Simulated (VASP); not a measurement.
Input of a VASP 6.6.1 run:

INCAR

```
SYSTEM = Al2Cu
PREC = Accurate ; ENCUT = 600
EDIFF = 1E-6 ; ISMEAR = 0
SIGMA = 0.1 ; LREAL = .FALSE.
LASPH = .TRUE. ; NELM = 100
ALGO = Fast ; ISIF = 3
LWAVE = .FALSE. ; LCHARG = .FALSE.
IBRION = 2 ; NSW = 100
EDIFFG = -0.002
```

Contents of KPOINTS:

```
Automatic mesh
0
G
  10 10 14
  0 0 0
```

POSCAR

```
Al2Cu
1.0
    4.1051820000      0.0000000000      0.0000000000
    0.0000000000      4.1051820000      0.0000000000
    0.0000000000      0.0000000000      2.8913130000
Al Cu
2 1
Direct
    0.5000000000      0.0000000000      0.5000000000
    0.0000000000      0.5000000000      0.5000000000
    0.0000000000      0.0000000000      0.0000000000
```

Potentials or basis: VASP PAW LDA potentials, release 64 (Al, Cu).

Launch:

```console
$ cat potpaw_LDA.64/Al/POTCAR potpaw_LDA.64/Cu/POTCAR > POTCAR
$ mpirun -np 1 vasp_std > vasp.out
```

Question: Predict the relaxed volume.

Answer: 15.41 Å³/atom.

Question: Estimate the band gap on the k mesh.

Answer: Zero (an odd number of electrons rules out a gap without spin polarisation).

Final structure:
```yaml
crystal:
  lattice:
    - [4.04586, 0.00000, 0.00000]
    - [0.00000, 4.04586, 0.00000]
    - [0.00000, 0.00000, 2.82428]
  atoms:
    - { symbol: Al, position: [0.50000, 0.00000, 0.50000] }
    - { symbol: Al, position: [0.00000, 0.50000, 0.50000] }
    - { symbol: Cu, position: [0.00000, 0.00000, 0.00000] }
```

Caveat: the highest band is partly filled, so the run has too few bands.
